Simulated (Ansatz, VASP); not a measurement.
**One calculation of Bi6Te, two programs**

```xyz
7
Lattice="4.5721 0.0019 0.0014 2.2695 4.0565 0.0082 2.2384 -0.3337 13.5058" Properties=species:S:1:pos:R:3 pbc="T T T"
Bi    4.5349    3.1274    7.6404
Bi    6.8126    2.2151    9.7656
Bi    4.5451    0.5973    5.8750
Bi    2.2674    1.5096    3.7498
Bi    4.5483    3.0014    1.9856
Bi    4.5317    0.7233   11.5298
Te    0.0000    0.0000    0.0000
```

Alike in both runs: task single point; functional PBE; k mesh 6 × 6 × 2; occupations gaussian, width 0.2 eV; no spin polarisation.

```csv
,VASP,Ansatz
version,VASP 6.6.1,Ansatz 0.2.0
potentials or method,"VASP PAW PBE potentials, release 64 (Bi_d, Te), cutoff 520 eV","scalar-relativistic, plane waves, PAW"
valence electrons in the cell,96,106
```

```tsv
	VASP	Ansatz	Ansatz less VASP
gap on the k mesh at the Fermi level (eV)	none	none	-
pressure (GPa)	0.0	0.0	+0.05
traceless stress, the component that is largest in VASP (GPa)	0.17	0.17	+0.001
rms of the force components (eV/Å)	0.010	0.010	+0.0004
```

Atom by atom the forces differ by 0.002 eV/Å (rms over components). A gap of «none» marks a metal or a gap that the smearing closes. The functional is the same, so the differences come from potentials, cutoffs and numerics. VASP's potentials hold 96 valence electrons a cell and Ansatz's 106, so a difference there can come from the potentials and not from the codes.

Spin-orbit coupling is off throughout.
